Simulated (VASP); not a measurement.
Crystal: SnGe2.

```
Sn Ge
1.0
     0.00000    3.09064    3.09064
     3.09064    0.00000    3.09064
     3.09064    3.09064    0.00000
Sn Ge
1 2
Direct
  0.00000 0.00000 0.00000
  0.75000 0.75000 0.75000
  0.25000 0.25000 0.25000
```

* Program: VASP 6.6.1
* Task: relaxation of cell and atoms
* Functional: PBE
* Potentials or basis: VASP PAW PBE potentials, release 64 (Sn_d, Ge_d)
* Cutoff: 600 eV
* k mesh: 6 × 6 × 6
* Occupations: gaussian, width 0.1 eV
* Spin: no spin polarisation

At the start: pressure 25.7 GPa; volume 19.68 Å³/atom.

Q: Where does the relaxation end?

A: Over 3 steps the energy falls by 401.0 meV/atom and the volume is 25.99 Å³/atom (+32.0 %); space group Fm-3m (No. 225, to 0.05 Å).

Step by step:
```
step  energy change (eV)  largest force (eV/Å)  pressure (GPa)  volume (Å³)
   1              0.0000                0.0000           25.70        59.04
   2             -0.9778                0.0000           -5.23        90.34
   3             -1.2031                0.0000            0.21        77.96
```

Final structure:
```
Sn Ge
1.0
     0.00000    3.39069    3.39069
     3.39069    0.00000    3.39069
     3.39069    3.39069    0.00000
Sn Ge
1 2
Direct
  0.00000 0.00000 0.00000
  0.75000 0.75000 0.75000
  0.25000 0.25000 0.25000
```

Caveat: the volume moved by over 15 % at a fixed basis, so the end points are rough.
